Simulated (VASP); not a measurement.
# SiGe2 (P6/mmm) in VASP: further runs

Runs on SiGe2. Level: PBE. Tasks: single point, relaxation of cell and atoms.

All numbers are computed with VASP 6.6.1; they aren't measurements. Logs are shortened: lines on timing, memory, paths and dates and some standing lists are left out, and cuts for length are marked.

**1. The cell of the first run**

Symmetry: P6/mmm, No. 191, hexagonal system. Conventional cell: a = 2.804 Å, b = 2.804 Å, c = 7.898 Å, α = 90.00°, β = 90.00°, γ = 120.00°. Si (site symmetry 6/mmm) has 2 Ge at 2.63 Å and 6 Si at 2.80 Å within 3.5 Å. Within 3.5 Å of Ge (site symmetry 6mm) lie 1 Si at 2.63 Å and 7 Ge at 2.63 to 2.80 Å.

**2. Single point, PBE**

Input file INCAR:

```
SYSTEM = SiGe2
  PREC = Accurate
  ENCUT = 520
  EDIFF = 1E-7
  ISMEAR = 0
  SIGMA = 0.1
  LREAL = .FALSE.
  LASPH = .TRUE.
  NELM = 100
  ALGO = Normal
  ISIF = 2
  LWAVE = .FALSE.
  LCHARG = .FALSE.
  GGA = PE
  NBANDS = 23
```

Input file KPOINTS:

```
regular mesh
0
G
  6 6 2
  0 0 0
```

Input file POSCAR:

```
SiGe2
1.0
    2.8036114800      0.0000000000      0.0000000000
   -1.4018057400      2.4279987700      0.0000000000
    0.0000000000      0.0000000000      7.8982624800
Si Ge
1 2
Direct
    0.0000000000      0.0000000000      0.5000000000
    0.0000000000      0.0000000000      0.8333333300
    0.0000000000      0.0000000000      0.1666666700
```

Potentials or basis: VASP PAW PBE potentials, release 64 (Si, Ge_d).

The run is started by

```
$ cat potpaw_PBE.64/Si/POTCAR potpaw_PBE.64/Ge_d/POTCAR > POTCAR
$ mpirun -np 1 vasp_std > vasp.out
```

OUTCAR:

```text
SYSTEM = SiGe2
   PREC = Accurate
   ENCUT = 520
   EDIFF = 1E-7
   ISMEAR = 0
   LREAL = .FALSE.
   LASPH = .TRUE.
   NELM = 100
   ISIF = 2
   GGA = PE

 ion  position               nearest neighbor table
   1  0.000  0.000  0.500-   2 2.63   3 2.63
   2  0.000  0.000  0.833-   1 2.63   3 2.63
   3  0.000  0.000  0.167-   1 2.63   2 2.63

  LATTYP: Found a hexagonal cell.
 ALAT       =     2.8036114800
 C/A-ratio  =     2.8171743968

  Lattice vectors:

 A1 = (   2.8036114800,   0.0000000000,   0.0000000000)
 A2 = (  -1.4018057400,   2.4279987700,   0.0000000000)
 A3 = (   0.0000000000,   0.0000000000,   7.8982624800)

Analysis of symmetry for initial positions (statically):
=====================================================================
 Subroutine PRICEL returns:
 Original cell was already a primitive cell.

 Routine SETGRP: Setting up the symmetry group for a
 hexagonal supercell.

 Subroutine GETGRP returns: Found 24 space group operations
 (whereof 24 operations were pure point group operations)
 out of a pool of 24 trial point group operations.

The static configuration has the point symmetry D_6h.

Analysis of symmetry for dynamics (positions and initial velocities):
=====================================================================
 Subroutine PRICEL returns:
 Original cell was already a primitive cell.

 Routine SETGRP: Setting up the symmetry group for a
 hexagonal supercell.

 Subroutine GETGRP returns: Found 24 space group operations
 (whereof 24 operations were pure point group operations)
 out of a pool of 24 trial point group operations.

The dynamic configuration has the point symmetry D_6h.

 Subroutine INISYM returns: Found 24 space group operations
 (whereof 24 operations are pure point group operations),
 and found     1 'primitive' translations

----------------------------------------------------------------------------------------

                                     Primitive cell

  volume of cell :      53.7648

  direct lattice vectors                    reciprocal lattice vectors
     2.803611480  0.000000000  0.000000000     0.356682803  0.205930912  0.000000000
    -1.401805740  2.427998770  0.000000000     0.000000000  0.411861823  0.000000000
     0.000000000  0.000000000  7.898262480     0.000000000  0.000000000  0.126610125

  length of vectors
     2.803611480  2.803611485  7.898262480     0.411861824  0.411861823  0.126610125

  position of ions in fractional coordinates (direct lattice)
     0.000000000  0.000000000  0.500000000
     0.000000000  0.000000000  0.833333330
     0.000000000  0.000000000  0.166666670

  ion indices of the primitive-cell ions
   primitive index   ion index
                 1           1
                 2           2
                 3           3

----------------------------------------------------------------------------------------

 KPOINTS: regular mesh

Automatic generation of k-mesh.
 Grid dimensions read from file:
 generate k-points for:    6    6    2

 Generating k-lattice:

  Cartesian coordinates                     Fractional coordinates (reciprocal lattice)
     0.059447134  0.034321819  0.000000000     0.166666667 -0.000000000  0.000000000
     0.000000000  0.068643637  0.000000000     0.000000000  0.166666667  0.000000000
     0.000000000  0.000000000  0.063305063     0.000000000  0.000000000  0.500000000

  Length of vectors
     0.068643637  0.068643637  0.063305063

  Shift w.r.t. Gamma in fractional coordinates (k-lattice)
     0.000000000  0.000000000  0.000000000

 Subroutine IBZKPT returns following result:
 ===========================================

 Found     14 irreducible k-points:

 Following reciprocal coordinates:
            Coordinates               Weight
  0.000000  0.000000  0.000000      1.000000
  0.166667  0.000000  0.000000      6.000000
  0.333333 -0.000000  0.000000      6.000000
  0.500000  0.000000  0.000000      3.000000
  0.166667  0.166667  0.000000      6.000000
  0.333333  0.166667  0.000000     12.000000
  0.333333  0.333333  0.000000      2.000000
  0.000000  0.000000  0.500000      1.000000
  0.166667  0.000000  0.500000      6.000000
  0.333333 -0.000000  0.500000      6.000000
  0.500000  0.000000  0.500000      3.000000
  0.166667  0.166667  0.500000      6.000000
  0.333333  0.166667  0.500000     12.000000
  0.333333  0.333333  0.500000      2.000000
   k-points           NKPTS =     14   k-points in BZ     NKDIM =     14   number of bands    NBANDS=     23
   number of dos      NEDOS =    301   number of ions     NIONS =      3
   total plane-waves  NPLWV =  34560
   dimension x,y,z NGX =    24 NGY =   24 NGZ =   60
   dimension x,y,z NGXF=    48 NGYF=   48 NGZF=  120
   ions per type =               1   2
   NGX,Y,Z   is equivalent  to a cutoff of  14.23, 14.23, 12.63 a.u.
   NGXF,Y,Z  is equivalent  to a cutoff of  28.46, 28.46, 25.26 a.u.
 SYSTEM =  SiGe2
   PREC   = accura    normal or accurate (medium, high low for compatibility)
   ISTART =      0    job   : 0-new  1-cont  2-samecut
   ICHARG =      2    charge: 1-file 2-atom 10-const
   ISPIN  =      1    spin polarized calculation?
   LNONCOLLINEAR =      F non collinear calculations
   LSORBIT =      F    spin-orbit coupling
   LASPH  =      T    aspherical Exc in radial PAW
   ENCUT  =  520.0 eV  38.22 Ry    6.18 a.u.   5.21  5.21 14.69*2*pi/ulx,y,z
   NELM   =    100;   NELMIN=  2; NELMDL= -5     # of ELM steps
   EDIFF  = 0.1E-06   stopping-criterion for ELM
   LREAL  =      F    real-space projection
   EDIFFG = 0.1E-05   stopping-criterion for IOM
   NSW    =      0    number of steps for IOM
   IBRION =     -1    ionic relax: 0-MD 1-quasi-New 2-CG
   NFREE  =      0    steps in history (QN), initial steepest desc. (CG)
   ISIF   =      2    stress and relaxation
   ISYM   =      2    0-nonsym 1-usesym 2-fastsym
   POTIM  = 0.5000    time-step for ionic-motion
   TEBEG  =    0.0;   TEEND  =   0.0 temperature during run
   PSTRESS=    0.0 pullay stress
   NELECT =      32.0000    total number of electrons
   NUPDOWN=      -1.0000    fix difference up-down
   EMIN   =  10.00;   EMAX   =-10.00  energy-range for DOS
   EFERMI =   0.00;   METHOD = LEGACY
   ISMEAR =     0;   SIGMA  =   0.10  broadening in eV -4-tet -1-fermi 0-gaus
   EFERMI_NEDOS =   21; number of points for ismear=-14 and -15
   IALGO  =     38    algorithm
   IMIX   =      4    mixing-type and parameters
     AMIX     =   0.40;   BMIX     =  1.00
     AMIX_MAG =   1.60;   BMIX_MAG =  1.00
  volume/ion in A,a.u.               =      17.92       120.94
  Fermi-wavevector in a.u.,A,eV,Ry     =   1.377079  2.602302 25.801363  1.896347
  Thomas-Fermi vector in A             =   2.502265
   LORBIT       =      0    0 simple, 1 ext, 2 COOP (PROOUT), +10 PAW based schemes
   GGA     = PE    functional components
   LHFCALC =     F    Hartree Fock is set to
   AEXX    =    0.0000 exact exchange contribution
   IVDW    =     0    specifies the selected vdW correction
   LEPSILON=     F    determine dielectric tensor
   LRPA    =     F    only Hartree local field effects (RPA)
 non-spin polarized calculation
 Gauss-broadening in eV      SIGMA  =   0.10
  energy-cutoff  :      520.00
  volume of cell :       53.76
 maximum number of plane-waves:      1464
 NGX is ok and might be reduce to    24
   NGX = 11   NGY = 11   NGZ = 29

 number of electron      31.9999992 magnetization

 Free energy of the ion-electron system (eV)
  ---------------------------------------------------
  ext. energy  EPLUGINS =         0.00000000
  ---------------------------------------------------
  free energy    TOTEN  =       -13.55647060 eV

  energy without entropy =      -13.54985013  energy(sigma->0) =      -13.55316036

 E-fermi :   7.6954     XC(G=0): -11.0851

 val. band max:        7.6294913607   @ k =   0.3333   0.1667   0.0000
 cond. band min:       7.8471520237   @ k =   0.3333  -0.0000   0.0000
 fundamental gap:      0.2176606630
 Fermi energy:         7.6954451093

 k-point     1 :       0.0000    0.0000    0.0000
  band No.  band energies     occupation
      1     -17.5449      2.00000
      2     -17.4846      2.00000
      3     -17.4846      2.00000
      4     -17.4784      2.00000
      5     -17.4784      2.00000
      6     -17.4248      2.00000
[... 15 lines left out ...]
     22      18.0029      0.00000
     23      18.0029      0.00000

 k-point     2 :       0.1667    0.0000    0.0000
  band No.  band energies     occupation
      1     -17.5295      2.00000
      2     -17.4893      2.00000
      3     -17.4860      2.00000
      4     -17.4473      2.00000
      5     -17.4418      2.00000
      6     -17.4070      2.00000
[... 15 lines left out ...]
     22      16.2636      0.00000
     23      16.6788      0.00000

 k-point     3 :       0.3333   -0.0000    0.0000
  band No.  band energies     occupation
      1     -17.5433      2.00000
      2     -17.5177      2.00000
      3     -17.4529      2.00000
      4     -17.4466      2.00000
      5     -17.3990      2.00000
      6     -17.3973      2.00000
[... 15 lines left out ...]
     22      15.1323      0.00000
     23      15.2086      0.00000

 k-point     4 :       0.5000    0.0000    0.0000
  band No.  band energies     occupation
      1     -17.5569      2.00000
      2     -17.5328      2.00000
      3     -17.4752      2.00000
      4     -17.4216      2.00000
      5     -17.4153      2.00000
      6     -17.4040      2.00000
[... 15 lines left out ...]
     22      13.4389      0.00000
     23      13.5566      0.00000

 k-point     5 :       0.1667    0.1667    0.0000
  band No.  band energies     occupation
      1     -17.5003      2.00000
      2     -17.4937      2.00000
      3     -17.4863      2.00000
      4     -17.4371      2.00000
      5     -17.4194      2.00000
      6     -17.4007      2.00000
[... 174 lines left out ...]
 k-point    12 :       0.1667    0.1667    0.5000
  band No.  band energies     occupation
      1     -17.4999      2.00000
      2     -17.4937      2.00000
      3     -17.4863      2.00000
      4     -17.4370      2.00000
      5     -17.4195      2.00000
      6     -17.4007      2.00000
[... 15 lines left out ...]
     22      12.9429      0.00000
     23      15.2223      0.00000

 k-point    13 :       0.3333    0.1667    0.5000
  band No.  band energies     occupation
      1     -17.5125      2.00000
      2     -17.4900      2.00000
      3     -17.4633      2.00000
      4     -17.4386      2.00000
      5     -17.4158      2.00000
      6     -17.4060      2.00000
[... 15 lines left out ...]
     22      13.4660      0.00000
     23      13.6173      0.00000

 k-point    14 :       0.3333    0.3333    0.5000
  band No.  band energies     occupation
      1     -17.4478      2.00000
      2     -17.4470      2.00000
      3     -17.4470      2.00000
      4     -17.4203      2.00000
      5     -17.4203      2.00000
      6     -17.4150      2.00000
[... 15 lines left out ...]
     22      12.1373      0.00000
     23      14.7624      0.00000

------------------------ aborting loop because EDIFF is reached ----------------------------------------

  FORCE on cell =-STRESS in cart. coord.  units (eV):
  Direction    XX          YY          ZZ          XY          YZ          ZX
  --------------------------------------------------------------------------------------
  -------------------------------------------------------------------------------------
  Total       -0.7938137     -0.7938137      1.4357527      0.0000000      0.0000000      0.0000000
  in kB      -23.6554554    -23.6554555     42.7850832      0.0000000      0.0000000      0.0000000
  external PRESSURE =      -1.5086092 kB  Pullay stress =       0.0000000 kB

 VOLUME and BASIS-vectors are now :
 -----------------------------------------------------------------------------
  energy-cutoff  :      520.00
  volume of cell :       53.76
      direct lattice vectors                 reciprocal lattice vectors
     2.803611480  0.000000000  0.000000000     0.356682803  0.205930912  0.000000000
    -1.401805740  2.427998770  0.000000000     0.000000000  0.411861823  0.000000000
     0.000000000  0.000000000  7.898262480     0.000000000  0.000000000  0.126610125

 POSITION                                       TOTAL-FORCE (eV/Angst)
 -----------------------------------------------------------------------------------
      0.00000      0.00000      3.94913         0.000000     -0.000000      0.000000
      0.00000      0.00000      6.58189        -0.000000      0.000000     -0.471802
      0.00000      0.00000      1.31638         0.000000     -0.000000      0.471802
 -----------------------------------------------------------------------------------
    total drift:                                0.000000     -0.000000      0.000000

  FREE ENERGIE OF THE ION-ELECTRON SYSTEM (eV)
  ---------------------------------------------------
  free  energy   TOTEN  =       -13.5564705985 eV

  energy  without entropy=      -13.5498501268  energy(sigma->0) =      -13.55316036
```

Run time: 11 s. Hardware: 1 thread of Intel Xeon 6975P-C, shared host; peak memory 0.18 GiB.

What came out:

```yaml
Free_energy: -13.5565 eV
Pressure: -0.2 GPa
Largest_force: 0.472 eV/Å
Band_gap_on_the_k_mesh: zero (band 16 reaches 14.10 eV, above the bottom of band 17 at 5.28 eV)
```

Forces on the atoms (eV/Å):
```
Si   0.000  0.000  0.000
Ge   0.000  0.000 -0.472
Ge   0.000  0.000  0.472
```

Caveat: the k points lie up to 0.43 Å⁻¹ apart.

**3. Single point, PBE**

This run uses another cell than the first one, of 18.07 Å³/atom, 1.008 times its volume.

Input file INCAR:

```
SYSTEM = SiGe2
  PREC = Accurate
  ENCUT = 520
  EDIFF = 1E-6
  ISMEAR = 0
  SIGMA = 0.1
  LREAL = .False.
  LASPH = .True.
  NELM = 60
  ALGO = Normal
  ISIF = 2
  LWAVE = .False.
  LCHARG = .True.
  GGA = PE
  LELF = .True.
  LVHAR = .True.
  NBANDS = 23
```

Input file KPOINTS:

```
regular mesh
0
Gamma
  6 6 2
  0 0 0
```

Input file POSCAR:

```
SiGe2
1.0
    2.7834268942      0.0000000000      0.0000000000
   -1.3917134471      2.4105184000      0.0000000000
    0.0000000000      0.0000000000      8.0809728606
Si Ge
1 2
Direct
    0.0000000000      0.0000000000      0.5000000000
    0.0000000000      0.0000000000      0.8275503456
    0.0000000000      0.0000000000      0.1724496544
```

Potentials or basis: VASP PAW PBE potentials, release 64 (Si, Ge_d).

The run is started by

```
$ cat potpaw_PBE.64/Si/POTCAR potpaw_PBE.64/Ge_d/POTCAR > POTCAR
$ mpirun -np 1 vasp_std > vasp.out
```

OUTCAR:

```text
SYSTEM = SiGe2
   PREC = Accurate
   ENCUT = 520
   EDIFF = 1E-6
   ISMEAR = 0
   LREAL = .False.
   LASPH = .True.
   NELM = 60
   ISIF = 2
   GGA = PE

 ion  position               nearest neighbor table
   1  0.000  0.000  0.500-   2 2.65   3 2.65
   2  0.000  0.000  0.828-   1 2.65   3 2.79
   3  0.000  0.000  0.172-   1 2.65   2 2.79

  LATTYP: Found a hexagonal cell.
 ALAT       =     2.7834268942
 C/A-ratio  =     2.9032459510

[... 544 lines left out ...]

  FORCE on cell =-STRESS in cart. coord.  units (eV):
  Direction    XX          YY          ZZ          XY          YZ          ZX
  --------------------------------------------------------------------------------------
  -------------------------------------------------------------------------------------
  Total       -0.0083914     -0.0083914     -0.0423954      0.0000000      0.0000000      0.0000000
  in kB       -0.2479650     -0.2479650     -1.2527817      0.0000000      0.0000000      0.0000000
  external PRESSURE =      -0.5829039 kB  Pullay stress =       0.0000000 kB

 VOLUME and BASIS-vectors are now :
 -----------------------------------------------------------------------------
  energy-cutoff  :      520.00
  volume of cell :       54.22
      direct lattice vectors                 reciprocal lattice vectors
     2.783426894  0.000000000  0.000000000     0.359269360  0.207424262  0.000000000
    -1.391713447  2.410518400  0.000000000     0.000000000  0.414848524  0.000000000
     0.000000000  0.000000000  8.080972861     0.000000000  0.000000000  0.123747477

 POSITION                                       TOTAL-FORCE (eV/Angst)
 -----------------------------------------------------------------------------------
      0.00000      0.00000      4.04049        -0.000000     -0.000000      0.000000
      0.00000      0.00000      6.68741         0.000000     -0.000000     -0.003952
      0.00000      0.00000      1.39356        -0.000000      0.000000      0.003952
 -----------------------------------------------------------------------------------
    total drift:                                0.000000      0.000000      0.000000

  FREE ENERGIE OF THE ION-ELECTRON SYSTEM (eV)
  ---------------------------------------------------
  free  energy   TOTEN  =       -13.5968468777 eV

  energy  without entropy=      -13.5829691928  energy(sigma->0) =      -13.58990804
```

Wall time 13 s (1 thread of Intel Xeon 6975P-C, shared host); peak memory 0.18 GiB.

What came out:

| Property | Result |
| --- | --- |
| Free energy | -13.5968 eV |
| Pressure | -0.1 GPa |
| Largest force | 0.004 eV/Å |
| Band gap on the k mesh | zero (band 16 reaches 13.19 eV, above the bottom of band 17 at 5.39 eV) |

Forces on the atoms (eV/Å):
```
Si   0.000  0.000  0.000
Ge   0.000  0.000 -0.004
Ge   0.000  0.000  0.004
```

Levels at points of the mesh, in eV from the Fermi level:
| k point | band 12 | band 13 | band 14 | band 15 | band 16 | band 17 | band 18 | band 19 | band 20 | band 21 |
| --- | --- | --- | --- | --- | --- | --- | --- | --- | --- | --- |
| (0.00, 0.00, 0.00) | -11.98 | -11.13 | -4.03 | -3.83 | 5.55 | 8.15 | 8.47 | 8.47 | 10.32 | 10.32 |
| (0.50, 0.00, 0.00) | -6.43 | -6.26 | -5.61 | -4.53 | -4.24 | 0.63 | 1.03 | 4.08 | 4.12 | 5.10 |
| (0.00, 0.00, 0.50) | -13.04 | -9.88 | -6.64 | 0.63 | 1.14 | 8.69 | 8.69 | 9.38 | 9.38 | 11.37 |
| (0.50, 0.00, 0.50) | -7.58 | -5.79 | -5.71 | -3.94 | -3.28 | -2.24 | 2.38 | 4.41 | 4.78 | 4.93 |

Caveat: the k points lie up to 0.43 Å⁻¹ apart.

[end of part 1 of 2]
